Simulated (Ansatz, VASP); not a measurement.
# Two plane-wave programs on Ta2As3

```
Ta As
1.0
     4.62759    0.00000    0.00000
    -2.31380    4.00761    0.00000
     0.00000    0.00000    5.19620
Ta As
2 3
Cartesian
  0.0000 2.6717 0.7004
  2.3138 1.3359 4.4958
  0.0000 0.0000 0.0000
  0.0000 2.6717 3.3241
  2.3138 1.3359 1.8721
```

Alike in both runs: functional PBE; k mesh 6 × 6 × 4; occupations gaussian, width 0.1 eV; no spin polarisation.

Ansatz relaxed the structure, and its values are those at the end. VASP's run is a single point on that final structure, the one shown.

```csv
,VASP,Ansatz
version,VASP 6.6.1,Ansatz 0.2.0
potentials or method,"VASP PAW PBE potentials, release 64 (Ta_pv, As), cutoff 520 eV","scalar-relativistic, plane waves, PAW"
valence electrons in the cell,37,71
```

|  | VASP | Ansatz | Ansatz less VASP |
| --- | --- | --- | --- |
| gap on the k mesh at the Fermi level (eV) | none | none | - |
| pressure (GPa) | 0.5 | 0.2 | -0.25 |
| rms of the force components (eV/Å) | 0.007 | 0.005 | -0.0017 |

A gap of «none» marks a metal or a gap that the smearing closes. VASP's potentials hold 37 valence electrons a cell and Ansatz's 71, so a difference there can come from the potentials and not from the codes.

Neither program's run includes spin-orbit coupling.
